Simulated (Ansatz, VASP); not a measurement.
## Ta4C3: VASP beside Ansatz

Contents of INCAR:

```
SYSTEM = Ta4C3
  PREC = Accurate
  ENCUT = 520
  EDIFF = 1E-6
  ISMEAR = 0
  SIGMA = 0.15
  LREAL = .FALSE.
  LASPH = .TRUE.
  NELM = 100
  ALGO = Normal
  ISIF = 2
  LWAVE = .FALSE.
  LCHARG = .FALSE.
  GGA = PS
  NBANDS = 37
```

The input KPOINTS:

```
Automatic mesh
0
G
  10 10 10
  0 0 0
```

POSCAR

```
Ta4C3
1.0
    4.4026021986      0.0000000000     -0.0880520440
    0.0000000000      4.4026021986      0.0000000000
   -0.0880520440      0.0000000000      4.4026021986
Ta C
4 3
Direct
    0.0000000000      0.5000000000      0.5000000000
    0.5000000000      0.0000000000      0.5000000000
    0.5000000000      0.5000000000      0.0000000000
    0.0000000000      0.0000000000      0.0000000000
    0.5000000000      0.0000000000      0.0000000000
    0.0000000000      0.5000000000      0.0000000000
    0.0000000000      0.0000000000      0.5000000000
```

Input for Ansatz:

```yaml
crystal:
  lattice:
    - [4.4026021986, 0.0, -0.088052044]
    - [0.0, 4.4026021986, 0.0]
    - [-0.088052044, 0.0, 4.4026021986]
  atoms:
    - { symbol: Ta, position: [0.0, 0.5, 0.5] }
    - { symbol: Ta, position: [0.5, 0.0, 0.5] }
    - { symbol: Ta, position: [0.5, 0.5, 0.0] }
    - { symbol: Ta, position: [0.0, 0.0, 0.0] }
    - { symbol: C, position: [0.5, 0.0, 0.0] }
    - { symbol: C, position: [0.0, 0.5, 0.0] }
    - { symbol: C, position: [0.0, 0.0, 0.5] }
basis:
  ecutwfc: 420
kpoints:
  mp_grid: { grid: [10, 10, 10] }
hamiltonian:
  xc: pbesol
scf:
  occupations: { method: gaussian, width: 0.15 }
output:
  forces: true
  stress: true
  eigenvalues: true
```

Change from the starting cell: strain -0.0400 x Voigt [0, 0, 0, 0, 1, 0], atoms carried along.

Alike in both runs: task single point; functional PBEsol; k mesh 10 × 10 × 10; occupations gaussian, width 0.15 eV; no spin polarisation.

|  | VASP | Ansatz |
| --- | --- | --- |
| version | VASP 6.6.1 | Ansatz 0.2.0 |
| potentials or method | VASP PAW PBE potentials, release 64 (Ta_pv, C), cutoff 520 eV | scalar-relativistic, plane waves, PAW |
| valence electrons in the cell | 56 | 64 |

Ansatz gave:

* gap on the k mesh at the Fermi level (eV): none
* pressure (GPa): 0.2
* traceless stress, the component that is largest in VASP (GPa): 4.79

Problem. Which values does VASP return?

Solution. gap on the k mesh at the Fermi level (eV): none; pressure (GPa): 0.9; traceless stress, the component that is largest in VASP (GPa): 4.77.

VASP's potentials were made for PBE, not for PBEsol. A gap of «none» marks a metal or a gap that the smearing closes. With one functional, cell and mesh, what is left measures potentials, basis and numerics. VASP's potentials hold 56 valence electrons a cell and Ansatz's 64, so a difference there can come from the potentials and not from the codes.

Neither program's run includes spin-orbit coupling.
